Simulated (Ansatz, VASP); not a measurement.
C: VASP beside Ansatz

```
C
1.0
     2.49828    0.00000    0.00000
    -1.24914    2.16358    0.00000
     0.00000    0.00000    4.22300
C
4
Cartesian
  0.0000 1.4424 -0.0011
  1.2491 0.7212 2.1104
  0.0000 1.4424 1.5805
  1.2491 0.7212 3.6920
```

Change from the starting cell: strained cell.

Alike in both runs: functional PBEsol; k mesh 9 × 9 × 6; occupations gaussian, width 0.02 eV; no spin polarisation.

Ansatz relaxed the structure, and its values are those at the end. VASP's run is a single point on that final structure, the one shown.

|  | VASP | Ansatz |
| --- | --- | --- |
| version | VASP 6.6.1 | Ansatz 0.2.0 |
| potentials or method | VASP PAW PBE potentials, release 64 (C), cutoff 520 eV | scalar-relativistic, plane waves, PAW |
| valence electrons in the cell | 16 | 16 |

```tsv
	VASP	Ansatz	Ansatz less VASP
gap on the k mesh at the Fermi level (eV)	3.09	3.11	+0.019
least direct gap on the mesh (eV)	4.85	4.85	+0.003
pressure (GPa)	-5.2	-6.3	-1.07
rms of the force components (eV/Å)	0.008	0.001	-0.0067
```

VASP's potentials were made for PBE, not for PBEsol, and Ansatz warns of the same on its side. Ansatz's warnings: stress scf threshold loose.
